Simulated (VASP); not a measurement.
# TaC (Fm-3m) in VASP: a series of runs

Runs on TaC. Level: PBE+D3(BJ). Tasks: single point.

All numbers are computed with VASP 6.6.1; they aren't measurements. Logs are shortened: lines on timing, memory, paths and dates and some standing lists are left out, and cuts for length are marked.

**1. The cell of the first run**

Symmetry: Fm-3m, No. 225, cubic system. The conventional cell has a = 4.293 Å, b = 4.293 Å, c = 4.293 Å, α = 90.00°, β = 90.00°, γ = 90.00°. Ta (site symmetry m-3m) has 6 C at 2.15 Å within 2.8 Å. Within 2.8 Å of C (site symmetry m-3m) lie 6 Ta at 2.15 Å.

**2. Single point, PBE+D3(BJ)**

INCAR reads:

```
SYSTEM = TaC
  PREC = Accurate
  ENCUT = 600
  EDIFF = 1E-6
  ISMEAR = 1
  SIGMA = 0.15
  LREAL = .False.
  LASPH = .True.
  NELM = 120
  ALGO = Normal
  ISIF = 2
  LWAVE = .False.
  LCHARG = .False.
  GGA = PE
  IVDW = 12
  NBANDS = 14
  GGA_COMPAT = .False.
```

KPOINTS reads:

```
Automatic mesh
0
Gamma
  11 11 11
  0 0 0
```

POSCAR reads:

```
TaC
1.0
    0.0000000000      2.1462829020      2.1462829020
    2.1462829020      0.0000000000      2.1462829020
    2.1462829020      2.1462829020      0.0000000000
Ta C
1 1
Direct
    0.0000000000      0.0000000000      0.0000000000
    0.5000000000      0.5000000000      0.5000000000
```

Potentials or basis: VASP PAW PBE potentials, release 64 (Ta_pv, C).

Started as:

```sh
> cat potpaw_PBE.64/Ta_pv/POTCAR potpaw_PBE.64/C/POTCAR > POTCAR
> mpirun -np 1 vasp_std > vasp.out
```

OUTCAR:

```text
SYSTEM = TaC
   PREC = Accurate
   ENCUT = 600
   EDIFF = 1E-6
   ISMEAR = 1
   LREAL = .False.
   LASPH = .True.
   NELM = 120
   ISIF = 2
   GGA = PE
   IVDW = 12
 IVDW          = 12

 ion  position               nearest neighbor table
   1  0.000  0.000  0.000-   2 2.15   2 2.15   2 2.15   2 2.15   2 2.15   2 2.15
   2  0.500  0.500  0.500-   1 2.15   1 2.15   1 2.15   1 2.15   1 2.15   1 2.15

  LATTYP: Found a face centered cubic cell.
 ALAT       =     4.2925658040

  Lattice vectors:

 A1 = (   0.0000000000,   2.1462829020,   2.1462829020)
 A2 = (   2.1462829020,   0.0000000000,   2.1462829020)
 A3 = (   2.1462829020,   2.1462829020,   0.0000000000)

Analysis of symmetry for initial positions (statically):
=====================================================================
 Subroutine PRICEL returns:
 Original cell was already a primitive cell.

 Routine SETGRP: Setting up the symmetry group for a
 face centered cubic supercell.

 Subroutine GETGRP returns: Found 48 space group operations
[... 9 lines left out ...]

 Routine SETGRP: Setting up the symmetry group for a
 face centered cubic supercell.

 Subroutine GETGRP returns: Found 48 space group operations
[... 11 lines left out ...]
                                     Primitive cell

  volume of cell :      19.7738

  direct lattice vectors                    reciprocal lattice vectors
     0.000000000  2.146282902  2.146282902    -0.232960902  0.232960902  0.232960902
     2.146282902  0.000000000  2.146282902     0.232960902 -0.232960902  0.232960902
     2.146282902  2.146282902  0.000000000     0.232960902  0.232960902 -0.232960902

  length of vectors
     3.035302389  3.035302389  3.035302389     0.403500118  0.403500118  0.403500118

  position of ions in fractional coordinates (direct lattice)
     0.000000000  0.000000000  0.000000000
     0.500000000  0.500000000  0.500000000

  ion indices of the primitive-cell ions
   primitive index   ion index
                 1           1
                 2           2

----------------------------------------------------------------------------------------

 KPOINTS: Automatic mesh

Automatic generation of k-mesh.
 Grid dimensions read from file:
 generate k-points for:   11   11   11

 Generating k-lattice:

  Cartesian coordinates                     Fractional coordinates (reciprocal lattice)
    -0.021178264  0.021178264  0.021178264     0.090909091  0.000000000  0.000000000
     0.021178264 -0.021178264  0.021178264     0.000000000  0.090909091  0.000000000
     0.021178264  0.021178264 -0.021178264     0.000000000  0.000000000  0.090909091

  Length of vectors
     0.036681829  0.036681829  0.036681829

  Shift w.r.t. Gamma in fractional coordinates (k-lattice)
     0.000000000  0.000000000  0.000000000

 Subroutine IBZKPT returns following result:
 ===========================================

 Found     56 irreducible k-points:

 Following reciprocal coordinates:
            Coordinates               Weight
  0.000000  0.000000  0.000000      1.000000
  0.090909  0.000000  0.000000      8.000000
  0.181818  0.000000  0.000000      8.000000
  0.272727  0.000000  0.000000      8.000000
  0.363636  0.000000  0.000000      8.000000
  0.454545  0.000000  0.000000      8.000000
[... 16 lines left out ...]
 -0.272727  0.181818  0.000000     24.000000
 -0.181818  0.181818  0.000000     12.000000
 [... further k-points ...]
   k-points           NKPTS =     56   k-points in BZ     NKDIM =     56   number of bands    NBANDS=     14
   number of dos      NEDOS =    301   number of ions     NIONS =      2
   total plane-waves  NPLWV =  13824
   dimension x,y,z NGX =    24 NGY =   24 NGZ =   24
   dimension x,y,z NGXF=    48 NGYF=   48 NGZF=   48
   ions per type =               1   1
   NGX,Y,Z   is equivalent  to a cutoff of  13.14, 13.14, 13.14 a.u.
   NGXF,Y,Z  is equivalent  to a cutoff of  26.29, 26.29, 26.29 a.u.
 SYSTEM =  TaC
   PREC   = accura    normal or accurate (medium, high low for compatibility)
   ISTART =      0    job   : 0-new  1-cont  2-samecut
   ICHARG =      2    charge: 1-file 2-atom 10-const
   ISPIN  =      1    spin polarized calculation?
   LNONCOLLINEAR =      F non collinear calculations
   LSORBIT =      F    spin-orbit coupling
   LASPH  =      T    aspherical Exc in radial PAW
   ENCUT  =  600.0 eV  44.10 Ry    6.64 a.u.   6.06  6.06  6.06*2*pi/ulx,y,z
   NELM   =    120;   NELMIN=  2; NELMDL= -5     # of ELM steps
   EDIFF  = 0.1E-05   stopping-criterion for ELM
   LREAL  =      F    real-space projection
   EDIFFG = 0.1E-04   stopping-criterion for IOM
   NSW    =      0    number of steps for IOM
   IBRION =     -1    ionic relax: 0-MD 1-quasi-New 2-CG
   NFREE  =      0    steps in history (QN), initial steepest desc. (CG)
   ISIF   =      2    stress and relaxation
   ISYM   =      2    0-nonsym 1-usesym 2-fastsym
   POTIM  = 0.5000    time-step for ionic-motion
   TEBEG  =    0.0;   TEEND  =   0.0 temperature during run
   PSTRESS=    0.0 pullay stress
   NELECT =      15.0000    total number of electrons
   NUPDOWN=      -1.0000    fix difference up-down
   EMIN   =  10.00;   EMAX   =-10.00  energy-range for DOS
   EFERMI =   0.00;   METHOD = LEGACY
   ISMEAR =     1;   SIGMA  =   0.15  broadening in eV -4-tet -1-fermi 0-gaus
   EFERMI_NEDOS =   21; number of points for ismear=-14 and -15
   IALGO  =     38    algorithm
   IMIX   =      4    mixing-type and parameters
     AMIX     =   0.40;   BMIX     =  1.00
     AMIX_MAG =   1.60;   BMIX_MAG =  1.00
  volume/ion in A,a.u.               =       9.89        66.72
  Fermi-wavevector in a.u.,A,eV,Ry     =   1.493052  2.821459 30.330168  2.229204
  Thomas-Fermi vector in A             =   2.605502
   LORBIT       =      0    0 simple, 1 ext, 2 COOP (PROOUT), +10 PAW based schemes
   GGA     = PE    functional components
   LHFCALC =     F    Hartree Fock is set to
   AEXX    =    0.0000 exact exchange contribution
   IVDW    =    12    specifies the selected vdW correction
   LEPSILON=     F    determine dielectric tensor
   LRPA    =     F    only Hartree local field effects (RPA)
 non-spin polarized calculation
 Methfessel and Paxton  Order N= 1 SIGMA  =   0.15
  energy-cutoff  :      600.00
  volume of cell :       19.77
 maximum number of plane-waves:       673
   NGX = 13   NGY = 13   NGZ = 13

 number of electron      14.9999999 magnetization

 Free energy of the ion-electron system (eV)
  ---------------------------------------------------
  ext. energy  EPLUGINS =         0.00000000
  ---------------------------------------------------
  free energy    TOTEN  =       -21.79612774 eV

  energy without entropy =      -21.79577132  energy(sigma->0) =      -21.79600894

 E-fermi :   9.7015     XC(G=0): -13.8005

 val. band max:        9.6533271940   @ k =   0.0909   0.0000   0.0000
 cond. band min:       9.7322010358   @ k =  -0.0909   0.0909   0.0000
 fundamental gap:      0.0788738418
 Fermi energy:         9.7015073243

 k-point     1 :       0.0000    0.0000    0.0000
  band No.  band energies     occupation
      1     -25.1531      2.00000
      2     -25.1531      2.00000
      3     -25.1531      2.00000
      4      -6.0396      2.00000
      5       8.0103      2.00000
      6       8.0103      2.00000
      7       8.0103      2.00000
      8       9.0102      2.00000
      9       9.0102      2.00000
     10       9.0102      2.00000
     11      10.3533     -0.00000
     12      10.3533     -0.00000
     13      17.5206      0.00000
     14      19.7333      0.00000

 k-point     2 :       0.0909    0.0000    0.0000
  band No.  band energies     occupation
      1     -25.2465      2.00000
      2     -25.1618      2.00000
      3     -25.1618      2.00000
      4      -5.7636      2.00000
      5       6.8923      2.00000
      6       7.3546      2.00000
      7       7.3546      2.00000
      8       8.6083      2.00000
      9       8.6083      2.00000
     10       9.6533      1.51380
     11      11.9448     -0.00000
     12      11.9448     -0.00000
     13      17.9410      0.00000
     14      20.4138      0.00000

 k-point     3 :       0.1818    0.0000    0.0000
  band No.  band energies     occupation
      1     -25.4895      2.00000
      2     -25.1849      2.00000
      3     -25.1849      2.00000
      4      -4.9904      2.00000
      5       5.1972      2.00000
      6       5.9019      2.00000
      7       5.9019      2.00000
      8       9.2562      2.00022
      9       9.2562      2.00022
     10      10.2703     -0.00000
     11      14.2968      0.00000
     12      14.2968      0.00000
     13      18.8719      0.00000
     14      22.1387      0.00000

 k-point     4 :       0.2727    0.0000    0.0000
  band No.  band energies     occupation
      1     -25.7929      2.00000
      2     -25.2150      2.00000
      3     -25.2150      2.00000
      4      -3.8595      2.00000
      5       3.4945      2.00000
      6       4.7120      2.00000
      7       4.7120      2.00000
      8      10.3550     -0.00000
      9      10.3550     -0.00000
     10      10.9332     -0.00000
     11      16.7561      0.00000
     12      16.7561      0.00000
     13      19.3210      0.00000
     14      22.9581      0.00000

 k-point     5 :       0.3636    0.0000    0.0000
  band No.  band energies     occupation
      1     -26.0586      2.00000
      2     -25.2423      2.00000
      3     -25.2423      2.00000
      4      -2.5385      2.00000
      5       1.9026      2.00000
      6       3.8966      2.00000
      7       3.8966      2.00000
      8      11.6408     -0.00000
      9      11.6408     -0.00000
     10      11.9603     -0.00000
     11      18.0610      0.00000
[... 276 lines left out ...]
 k-point    22 :      -0.3636    0.1818    0.0000
  band No.  band energies     occupation
      1     -26.0695      2.00000
      2     -25.5046      2.00000
      3     -25.2862      2.00000
      4      -1.8045      2.00000
      5       1.1751      2.00000
      6       3.8550      2.00000
      7       4.1377      2.00000
      8      11.7554     -0.00000
      9      12.2101     -0.00000
     10      13.0358      0.00000
     11      17.2702      0.00000
     12      18.8287      0.00000
     13      20.8006      0.00000
     14      22.9564      0.00000

 k-point    23 :      -0.2727    0.1818    0.0000
  band No.  band energies     occupation
      1     -25.9309      2.00000
      2     -25.4802      2.00000
      3     -25.2382      2.00000
      4      -2.5787      2.00000
      5       1.9637      2.00000
      6       3.9633      2.00000
      7       4.4223      2.00000
      8      10.5273     -0.00000
      9      12.1042     -0.00000
     10      13.2818      0.00000
     11      15.4119      0.00000
     12      18.9391      0.00000
     13      20.5370      0.00000
     14      22.9578      0.00000

 k-point    24 :      -0.1818    0.1818    0.0000
  band No.  band energies     occupation
      1     -25.7581      2.00000
      2     -25.3935      2.00000
      3     -25.1976      2.00000
      4      -3.5815      2.00000
      5       3.1342      2.00000
      6       4.3936      2.00000
      7       4.8755      2.00000
      8       9.5713      2.01106
      9      11.8244     -0.00000
     10      12.1601     -0.00000
     11      14.0389      0.00000
     12      18.7803      0.00000
     13      19.6201      0.00000
     14      22.9611      0.00000

 [... further k-points ...]

------------------------ aborting loop because EDIFF is reached ----------------------------------------

 Edisp (eV)   -1.03309

 E8    (eV) :    -0.4859

  FORCE on cell =-STRESS in cart. coord.  units (eV):
  Direction    XX          YY          ZZ          XY          YZ          ZX
  --------------------------------------------------------------------------------------
  -------------------------------------------------------------------------------------
  Total       5.57084     5.57084     5.57084    -0.00000    -0.00000     0.00000
  in kB     451.37784   451.37784   451.37784    -0.00000    -0.00000     0.00000
  external pressure =      451.38 kB  Pullay stress =        0.00 kB

 VOLUME and BASIS-vectors are now :
 -----------------------------------------------------------------------------
  energy-cutoff  :      600.00
  volume of cell :       19.77
      direct lattice vectors                 reciprocal lattice vectors
     0.000000000  2.146282902  2.146282902    -0.232960902  0.232960902  0.232960902
     2.146282902  0.000000000  2.146282902     0.232960902 -0.232960902  0.232960902
     2.146282902  2.146282902  0.000000000     0.232960902  0.232960902 -0.232960902

 POSITION                                       TOTAL-FORCE (eV/Angst)
 -----------------------------------------------------------------------------------
      0.00000      0.00000      0.00000         0.000000     -0.000000     -0.000000
      2.14628      2.14628      2.14628        -0.000000      0.000000      0.000000
 -----------------------------------------------------------------------------------
    total drift:                                0.000000     -0.000000     -0.000000

  FREE ENERGIE OF THE ION-ELECTRON SYSTEM (eV)
  ---------------------------------------------------
  free  energy   TOTEN  =       -22.8292201992 eV

  energy  without entropy=      -22.8288637812  energy(sigma->0) =      -22.82910139
```

Run time: 5.8 s. Hardware: 1 thread of Intel Xeon 6975P-C (Granite Rapids), shared host; peak memory 0.16 GiB.

Results:

```yaml
Free_energy: -22.8292 eV
Pressure: 45.1 GPa
Dispersion_energy_per_atom: -0.517 eV
```

Caveat: spin-orbit coupling is left out, which moves the levels of the heavy elements; pairwise dispersion overbinds metals, which lowers pressure and volume.

[end of part 1 of 2]
